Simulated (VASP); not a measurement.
Write the native input for VASP 6.6.1 that does the following.

```
Task                   : single point
Functional             : PBEsol
Potentials or basis    : VASP PAW PBE potentials, release 64 (Si)
Cutoff                 : 520 eV
k mesh                 : 10 × 10 × 10
Occupations            : gaussian, width 0.03 eV
Spin                   : no spin polarisation
Dipole correction      : no
Further INCAR settings : ALGO = Normal; EDIFF = 1e-06; NBANDS = 16
```

The structure of Si lies in POSCAR:

```
Si
1.0
   -3.2336515678      3.2336515678      1.9186812134
    3.2336515678     -3.2336515678      1.9186812134
    3.0785053941      3.0785053941     -1.9186812134
Si
4
Direct
    0.1787304307      0.1787304307      0.3574608614
    0.8212695693      0.8212695693      0.6425391386
    0.1787304307      0.8212695693      0.0000000000
    0.8212695693      0.1787304307      0.0000000000
```

These files were run (other wordings do the same):

INCAR

```
SYSTEM = Si
PREC     = Accurate       ! precision mode
ENCUT    = 520            ! plane-wave cutoff, eV
EDIFF    = 1E-6           ! SCF threshold, eV
ISMEAR   = 0              ! smearing method
SIGMA    = 0.03           ! smearing width, eV
LREAL    = .FALSE.        ! projectors in reciprocal space
LASPH    = .TRUE.         ! aspherical terms in the spheres
NELM     = 60             ! most SCF steps
ALGO     = Normal         ! electronic algorithm
ISIF     = 2              ! what is computed and relaxed
LWAVE    = .FALSE.        ! write WAVECAR
LCHARG   = .FALSE.        ! write CHGCAR
GGA      = PS             ! functional
NBANDS   = 16             ! bands
```

KPOINTS

```
regular mesh
0
G
  10 10 10
  0 0 0
```

Potentials or basis: VASP PAW PBE potentials, release 64 (Si).

Command:

```bash
$ cat potpaw_PBE.64/Si/POTCAR > POTCAR
$ mpirun -np 1 vasp_std > vasp.out
```

It gave:

```json
{
 "Pressure": "10.9 GPa",
 "Largest force": "1.347 eV/Å",
 "Band gap on the k mesh": "zero (bands 8 and 9 overlap by 0.22 eV)"
}
```

Caveat: the stress differs along the axes, from 4 to 14 GPa; semilocal functionals underestimate gaps, and a narrow one can read as zero; the PAW data sets were made with another functional, which shifts forces and pressure a little.

Run time: 5.3 min on 1 thread of Intel Xeon 8259CL, on a shared host, peak memory 0.31 GiB.
